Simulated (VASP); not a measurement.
# Ge: single point with PBE

The system is Ge, a slab with vacuum.

```
CELL_PARAMETERS angstrom
4.24600 0.00000 0.00000
-2.12300 3.67714 0.00000
0.00000 0.00000 28.00000
ATOMIC_POSITIONS crystal
Ge 0.33333 0.66667 0.51557
Ge 0.66667 0.33333 0.48443
```

- Program: VASP 6.6.1
- Task: single point
- Functional: PBE
- Potentials or basis: VASP PAW PBE potentials, release 64 (Ge_d)
- Cutoff: 520 eV
- k mesh: 12 × 12 × 1
- Occupations: gaussian, width 0.1 eV
- Spin: no spin polarisation

- Largest force: 0.978 eV/Å
- Band gap on the k mesh: zero (filled and empty bands touch)

Forces on the atoms (eV/Å):
```
Ge   0.000  0.000 -0.978
Ge   0.000  0.000  0.978
```

Levels at points of the mesh, in eV from the Fermi level:
```csv
k point,band 11,band 12,band 13,band 14,band 15,band 16,band 17,band 18
"(0.00, 0.00, 0.00)",-10.19,-3.84,-0.08,-0.08,0.45,2.04,3.75,3.75
"(0.50, 0.00, 0.00)",-8.49,-6.82,-1.36,-1.11,0.60,1.87,5.04,6.01
```

It took 2.3 min on 1 thread of Intel(R) Xeon(R) Platinum 8488C (Sapphire Rapids) (shared host), peak memory 0.53 GiB.
